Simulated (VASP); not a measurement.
Here is a VASP 6.6.1 calculation.

INCAR

```
SYSTEM = Zr
  PREC = Accurate
  ENCUT = 500
  EDIFF = 1E-6
  ISMEAR = -1
  SIGMA = 0.05
  LREAL = .False.
  LASPH = .True.
  NELM = 120
  ALGO = Normal
  ISIF = 2
  LWAVE = .False.
  LCHARG = .False.
  NBANDS = 12
  GGA_COMPAT = .False.
```

The input KPOINTS:

```
Automatic mesh
0
Gamma
  10 10 10
  0 0 0
```

The input POSCAR:

```
Zr
1.0
   -1.8219871043      1.8219871043      1.8219871043
    1.8219871043     -1.8219871043      1.8219871043
    1.8219871043      1.8219871043     -1.8219871043
Zr
1
Direct
    0.0000000000      0.0000000000      0.0000000000
```

Potentials or basis: VASP PAW LDA potentials, release 64 (Zr_sv).

Launch:

```console
$ cat potpaw_LDA.64/Zr_sv/POTCAR > POTCAR
$ mpirun -np 1 vasp_std > vasp.out
```

Question: Predict the band gap on the k mesh.

Answer: Zero (band 6 reaches 9.16 eV, above the bottom of band 7 at 7.43 eV).

Question: Predict the pressure.

Answer: -10.9 GPa.
